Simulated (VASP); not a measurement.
# GaCo4 (R-3m) in VASP: single point with PBE

Aim: the single point of GaCo4 with PBE.

All numbers are computed with VASP 6.6.1; they aren't measurements. Logs are shortened: lines on timing, memory, paths and dates and some standing lists are left out, and cuts for length are marked.

### Step 1. The cell of the first run

It takes space group R-3m (No. 166, trigonal). The conventional cell has a = 2.585 Å, b = 2.585 Å, c = 30.121 Å, α = 90.00°, β = 90.00°, γ = 120.00°. Within 3.4 Å of Ga (site symmetry -3m) lie 6 Co at 2.55 Å and 6 Ga at 2.59 Å. Within 3.2 Å of Co (site symmetry 3m) lie 9 Co at 2.45 to 2.59 Å and 3 Ga at 2.55 Å. Co (site symmetry 3m) has 12 Co at 2.45 to 2.59 Å within 3.2 Å.

### Step 2. Single point, PBE, collinear spin, ferromagnetic start

File INCAR:

```
SYSTEM = GaCo4
PREC     = Accurate       ! precision mode
ENCUT    = 520            ! plane-wave cutoff, eV
EDIFF    = 1E-6           ! SCF threshold, eV
ISMEAR   = 0              ! smearing method
SIGMA    = 0.1            ! smearing width, eV
LREAL    = .FALSE.        ! projectors in reciprocal space
LASPH    = .TRUE.         ! aspherical terms in the spheres
NELM     = 150            ! most SCF steps
ALGO     = Fast           ! electronic algorithm
ISIF     = 2              ! what is computed and relaxed
LWAVE    = .FALSE.        ! write WAVECAR
LCHARG   = .FALSE.        ! write CHGCAR
ISPIN    = 2              ! spin polarisation
MAGMOM   = 0 3 3 3 3      ! initial moments
LORBIT   = 11             ! projections on sites
LMAXMIX  = 4              ! l up to which the mixer works
GGA      = PE             ! functional
NBANDS   = 36             ! bands
```

File KPOINTS:

```
regular mesh
0
G
  6 6 6
  0 0 0
```

File POSCAR:

```
GaCo4
1.0
    1.2926790600      0.7463286000     10.0404443700
   -1.2926790600      0.7463286000     10.0404443700
    0.0000000000     -1.4926572100     10.0404443700
Ga Co
1 4
Direct
    0.0000000000      0.0000000000      0.0000000000
    0.4020630100      0.4020630100      0.4020630100
    0.7998120200      0.7998120200      0.7998120200
    0.2001879800      0.2001879800      0.2001879800
    0.5979369900      0.5979369900      0.5979369900
```

Potentials or basis: VASP PAW PBE potentials, release 64 (Ga_d, Co).

Command:

```
cat potpaw_PBE.64/Ga_d/POTCAR potpaw_PBE.64/Co/POTCAR > POTCAR
mpirun -np 1 vasp_std > vasp.out
```

OUTCAR:

```text
SYSTEM = GaCo4
   PREC = Accurate
   ENCUT = 520
   EDIFF = 1E-6
   ISMEAR = 0
   LREAL = .FALSE.
   LASPH = .TRUE.
   NELM = 150
   ISIF = 2
   ISPIN = 2
   LORBIT = 11
   GGA = PE

 ion  position               nearest neighbor table
   1  0.000  0.000  0.000-   5 2.55   2 2.55   5 2.55   5 2.55   2 2.55   2 2.55
   2  0.402  0.402  0.402-   3 2.45   3 2.45   3 2.45   1 2.55   1 2.55   1 2.55
   3  0.800  0.800  0.800-   2 2.45   2 2.45   2 2.45   4 2.51   4 2.51   4 2.51
   4  0.200  0.200  0.200-   5 2.45   5 2.45   5 2.45   3 2.51   3 2.51   3 2.51
   5  0.598  0.598  0.598-   4 2.45   4 2.45   4 2.45   1 2.55   1 2.55   1 2.55

  LATTYP: Found a trigonal (rhomboedric) cell.
 ALAT       =    10.1507905445
 COS(alpha) =     0.9675651652

  Lattice vectors:

 A1 = (   1.2926790600,   0.7463286000,  10.0404443700)
 A2 = (  -1.2926790600,   0.7463286000,  10.0404443700)
 A3 = (   0.0000000000,  -1.4926572100,  10.0404443700)

Analysis of symmetry for initial positions (statically):
=====================================================================
 Subroutine PRICEL returns:
 Original cell was already a primitive cell.

 Routine SETGRP: Setting up the symmetry group for a
 trigonal (rhombohedral) supercell.

 Subroutine GETGRP returns: Found 12 space group operations
 (whereof 12 operations were pure point group operations)
 out of a pool of 12 trial point group operations.

The static configuration has the point symmetry D_3d.

Analysis of symmetry for dynamics (positions and initial velocities):
=====================================================================
 Subroutine PRICEL returns:
 Original cell was already a primitive cell.

 Routine SETGRP: Setting up the symmetry group for a
 trigonal (rhombohedral) supercell.

 Subroutine GETGRP returns: Found 12 space group operations
 (whereof 12 operations were pure point group operations)
 out of a pool of 12 trial point group operations.

The dynamic configuration has the point symmetry D_3d.

Analysis of structural, dynamic, and magnetic symmetry:
=====================================================================
 Subroutine PRICEL returns:
 Original cell was already a primitive cell.

 Routine SETGRP: Setting up the symmetry group for a
 trigonal (rhombohedral) supercell.

 Subroutine GETGRP returns: Found 12 space group operations
 (whereof 12 operations were pure point group operations)
 out of a pool of 12 trial point group operations.

The overall configuration has the point symmetry D_3d.

 Subroutine INISYM returns: Found 12 space group operations
 (whereof 12 operations are pure point group operations),
 and found     1 'primitive' translations

----------------------------------------------------------------------------------------

                                     Primitive cell

  volume of cell :      58.1199

  direct lattice vectors                    reciprocal lattice vectors
     1.292679060  0.746328600 10.040444370     0.386793610  0.223315395  0.033199062
    -1.292679060  0.746328600 10.040444370    -0.386793610  0.223315395  0.033199062
     0.000000000 -1.492657210 10.040444370     0.000000000 -0.446630790  0.033199062

  length of vectors
    10.150790545 10.150790545 10.150790545     0.447862970  0.447862970  0.447862970

  position of ions in fractional coordinates (direct lattice)
     0.000000000  0.000000000  0.000000000
     0.402063010  0.402063010  0.402063010
     0.799812020  0.799812020  0.799812020
     0.200187980  0.200187980  0.200187980
     0.597936990  0.597936990  0.597936990

  ion indices of the primitive-cell ions
   primitive index   ion index
                 1           1
                 2           2
                 3           3
                 4           4
                 5           5

----------------------------------------------------------------------------------------

 KPOINTS: regular mesh

Automatic generation of k-mesh.
 Grid dimensions read from file:
 generate k-points for:    6    6    6
[... 23 lines left out ...]
  0.333333  0.000000  0.000000      6.000000
  0.500000  0.000000  0.000000      3.000000
  0.166667  0.166667  0.000000      6.000000
  0.333333  0.166667 -0.000000     12.000000
[... 16 lines left out ...]
  0.500000  0.500000  0.166667      6.000000
 -0.333333  0.500000  0.166667     12.000000
 [... further k-points ...]
   k-points           NKPTS =     32   k-points in BZ     NKDIM =     32   number of bands    NBANDS=     36
   number of dos      NEDOS =    301   number of ions     NIONS =      5
   total plane-waves  NPLWV = 512000
   dimension x,y,z NGX =    80 NGY =   80 NGZ =   80
   dimension x,y,z NGXF=   160 NGYF=  160 NGZF=  160
   ions per type =               1   4
   NGX,Y,Z   is equivalent  to a cutoff of  13.10, 13.10, 13.10 a.u.
   NGXF,Y,Z  is equivalent  to a cutoff of  26.20, 26.20, 26.20 a.u.
 SYSTEM =  GaCo4
   PREC   = accura    normal or accurate (medium, high low for compatibility)
   ISTART =      0    job   : 0-new  1-cont  2-samecut
   ICHARG =      2    charge: 1-file 2-atom 10-const
   ISPIN  =      2    spin polarized calculation?
   LNONCOLLINEAR =      F non collinear calculations
   LSORBIT =      F    spin-orbit coupling
   LASPH  =      T    aspherical Exc in radial PAW
   ENCUT  =  520.0 eV  38.22 Ry    6.18 a.u.  18.87 18.87 18.87*2*pi/ulx,y,z
   NELM   =    150;   NELMIN=  2; NELMDL= -5     # of ELM steps
   EDIFF  = 0.1E-05   stopping-criterion for ELM
   LREAL  =      F    real-space projection
   EDIFFG = 0.1E-04   stopping-criterion for IOM
   NSW    =      0    number of steps for IOM
   IBRION =     -1    ionic relax: 0-MD 1-quasi-New 2-CG
   NFREE  =      0    steps in history (QN), initial steepest desc. (CG)
   ISIF   =      2    stress and relaxation
   ISYM   =      2    0-nonsym 1-usesym 2-fastsym
   POTIM  = 0.5000    time-step for ionic-motion
   TEBEG  =    0.0;   TEEND  =   0.0 temperature during run
   PSTRESS=    0.0 pullay stress
   NELECT =      49.0000    total number of electrons
   NUPDOWN=      -1.0000    fix difference up-down
   EMIN   =  10.00;   EMAX   =-10.00  energy-range for DOS
   EFERMI =   0.00;   METHOD = LEGACY
   ISMEAR =     0;   SIGMA  =   0.10  broadening in eV -4-tet -1-fermi 0-gaus
   EFERMI_NEDOS =   21; number of points for ismear=-14 and -15
   IALGO  =     68    algorithm
   IMIX   =      4    mixing-type and parameters
     AMIX     =   0.40;   BMIX     =  1.00
     AMIX_MAG =   1.60;   BMIX_MAG =  1.00
  volume/ion in A,a.u.               =      11.62        78.44
  Fermi-wavevector in a.u.,A,eV,Ry     =   1.546554  2.922564 32.542829  2.391830
  Thomas-Fermi vector in A             =   2.651774
   LORBIT       =     11    0 simple, 1 ext, 2 COOP (PROOUT), +10 PAW based schemes
   GGA     = PE    functional components
   LHFCALC =     F    Hartree Fock is set to
   AEXX    =    0.0000 exact exchange contribution
   IVDW    =     0    specifies the selected vdW correction
   LEPSILON=     F    determine dielectric tensor
   LRPA    =     F    only Hartree local field effects (RPA)
 spin polarized calculation
 RMM-DIIS sequential band-by-band and
 Gauss-broadening in eV      SIGMA  =   0.10
  energy-cutoff  :      520.00
  volume of cell :       58.12
 maximum number of plane-waves:      1580
 NGX is ok and might be reduce to    80
   NGX = 37   NGY = 37   NGZ = 37

 number of electron      48.9999995 magnetization      10.1565989

 number of electron      48.9999994 magnetization       5.7132152

 Free energy of the ion-electron system (eV)
  ---------------------------------------------------
  ext. energy  EPLUGINS =         0.00000000
  ---------------------------------------------------
  free energy    TOTEN  =       -30.83243491 eV

  energy without entropy =      -30.81046108  energy(sigma->0) =      -30.82144799

 E-fermi :   9.7697     XC(G=0): -13.1376

 val. band max:        9.7653470607   @ k =   0.5000   0.5000   0.5000
 cond. band min:       9.7790305172   @ k =  -0.1667   0.5000   0.1667
 fundamental gap:      0.0136834565
 Fermi energy:         9.7696910574

 spin component 1

 k-point     1 :       0.0000    0.0000    0.0000
  band No.  band energies     occupation
      1      -5.8262      1.00000
      2      -5.6843      1.00000
      3      -5.6843      1.00000
      4      -5.2534      1.00000
      5      -5.2534      1.00000
      6      -2.3124      1.00000
[... 925 lines left out ...]
     35      17.6718      0.00000
     36      19.6001      0.00000

 [... further k-points ...]

 spin component 2

 k-point     1 :       0.0000    0.0000    0.0000
  band No.  band energies     occupation
      1      -5.8541      1.00000
      2      -5.7001      1.00000
      3      -5.7001      1.00000
      4      -5.2710      1.00000
      5      -5.2710      1.00000
      6      -2.4115      1.00000
[... 925 lines left out ...]
     35      17.9637      0.00000
     36      20.4642      0.00000

 [... further k-points ...]

------------------------ aborting loop because EDIFF is reached ----------------------------------------

  FORCE on cell =-STRESS in cart. coord.  units (eV):
  Direction    XX          YY          ZZ          XY          YZ          ZX
  --------------------------------------------------------------------------------------
  -------------------------------------------------------------------------------------
  Total       -0.7327484     -0.7327484      0.0948098     -0.0000000     -0.0000000      0.0000000
  in kB      -20.1994924    -20.1994924      2.6135994     -0.0000000     -0.0000000      0.0000000
  external PRESSURE =     -12.5951285 kB  Pullay stress =       0.0000000 kB

 VOLUME and BASIS-vectors are now :
 -----------------------------------------------------------------------------
  energy-cutoff  :      520.00
  volume of cell :       58.12
      direct lattice vectors                 reciprocal lattice vectors
     1.292679060  0.746328600 10.040444370     0.386793610  0.223315395  0.033199062
    -1.292679060  0.746328600 10.040444370    -0.386793610  0.223315395  0.033199062
     0.000000000 -1.492657210 10.040444370     0.000000000 -0.446630790  0.033199062

 POSITION                                       TOTAL-FORCE (eV/Angst)
 -----------------------------------------------------------------------------------
      0.00000      0.00000      0.00000         0.000000     -0.000000     -0.000000
      0.00000     -0.00000     12.11067         0.000000      0.000000     -0.025272
      0.00000     -0.00000     24.09140         0.000000     -0.000000      0.093260
      0.00000     -0.00000      6.02993         0.000000      0.000000     -0.093260
      0.00000     -0.00000     18.01066         0.000000     -0.000000      0.025272
 -----------------------------------------------------------------------------------
    total drift:                               -0.000000     -0.000000      0.000000

  FREE ENERGIE OF THE ION-ELECTRON SYSTEM (eV)
  ---------------------------------------------------
  free  energy   TOTEN  =       -30.8324349085 eV

  energy  without entropy=      -30.8104610772  energy(sigma->0) =      -30.82144799

 total charge

# of ion       s       p       d       tot
------------------------------------------
    1        0.903   0.909  10.049  11.861
    2        0.450   0.479   7.312   8.241
    3        0.467   0.476   7.230   8.173
    4        0.467   0.476   7.230   8.173
    5        0.450   0.479   7.312   8.241
--------------------------------------------------
tot          2.737   2.819  39.133  44.690

 magnetization (x)

# of ion       s       p       d       tot
------------------------------------------
    1       -0.013  -0.058  -0.009  -0.080
    2       -0.011  -0.035   1.362   1.316
    3       -0.012  -0.047   1.703   1.644
    4       -0.012  -0.047   1.703   1.644
    5       -0.011  -0.035   1.362   1.316
--------------------------------------------------
tot         -0.059  -0.221   6.120   5.840
```

Run time: 76 min. Hardware: 1 thread of AMD EPYC 7R13, shared host; peak memory 1.4 GiB.

What came out:

- Free energy: -30.8324 eV
- Pressure: -1.3 GPa
- Largest force: 0.093 eV/Å
- Net moment: 5.71 μB per cell
- Site moments: Ga -0.08; Co +1.32, +1.64 (each value once) μB
- Valence electrons inside the program's atomic spheres: Ga 11.86; Co 8.24, 8.17 (each value once)

Forces on the atoms (eV/Å):
```
Ga   0.000  0.000  0.000
Co   0.000  0.000 -0.025
Co   0.000  0.000  0.093
Co   0.000  0.000 -0.093
Co   0.000  0.000  0.025
```

Caveat: the k points lie up to 0.47 Å⁻¹ apart.
